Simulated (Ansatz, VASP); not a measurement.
PbSe in VASP and in Ansatz

Contents of INCAR:

```
PREC = Accurate
ENCUT = 600
EDIFF = 1E-6
ISMEAR = 0
SIGMA = 0.02
LREAL = F
LASPH = T
NELM = 80
ALGO = Normal
ISIF = 3
LWAVE = F
LCHARG = F
GGA = PE
IBRION = 2
NSW = 100
EDIFFG = -0.01
```

KPOINTS

```
regular mesh
0
Gamma
  12 12 12
```

The input POSCAR:

```
PbSe
1.0
   -2.1919090999      2.1919090999      3.1189959995
    2.1919090999     -2.1919090999      3.1189959995
    2.1919090999      2.1919090999     -3.1189959995
Pb Se
1 1
Direct
    0.1139010137      0.1139010137      0.0000000000
    0.6317504079      0.6317504079      0.0000000000
```

Input for Ansatz:

```yaml
crystal:
  lattice:
    - [-2.1919090999, 2.1919090999, 3.1189959995]
    - [2.1919090999, -2.1919090999, 3.1189959995]
    - [2.1919090999, 2.1919090999, -3.1189959995]
  atoms:
    - { symbol: Pb, position: [0.1139010137, 0.1139010137, 0.0] }
    - { symbol: Se, position: [0.6317504079, 0.6317504079, 0.0] }
basis:
  ecutwfc: 420
kpoints:
  mp_grid: { grid: [12, 12, 12] }
hamiltonian:
  xc: pbe
scf:
  occupations: { method: gaussian, width: 0.02 }
output:
  forces: true
  stress: true
  eigenvalues: true
relax:
  adjacent_minimum: "off"
  f_tol: 0.01
  max_steps: 80
  cell: { stress_tol: 0.05 }
```

Alike in both runs: task relaxation of cell and atoms; functional PBE; k mesh 12 × 12 × 12; occupations gaussian, width 0.02 eV; no spin polarisation.

|  | VASP | Ansatz |
| --- | --- | --- |
| version | VASP 6.6.1 | Ansatz 0.2.0 |
| potentials or method | VASP PAW PBE potentials, release 64 (Pb_d, Se), cutoff 600 eV | scalar-relativistic, plane waves, PAW |
| valence electrons in the cell | 20 | 30 |

VASP gave:

- gap on the k mesh at the Fermi level, each at its own relaxed structure (eV): 0.44
- relaxed volume (Å³/atom): 30.04
- relaxed length of the cell vector where the two differ most in proportion (Å): 4.396

Question: Estimate Ansatz's values.

Answer: gap on the k mesh at the Fermi level, each at its own relaxed structure (eV): 0.43; relaxed volume (Å³/atom): 30.05; relaxed length of the cell vector where the two differ most in proportion (Å): 4.397.

VASP's potentials hold 20 valence electrons a cell and Ansatz's 30, so a difference there can come from the potentials and not from the codes.

Spin-orbit coupling is off throughout.
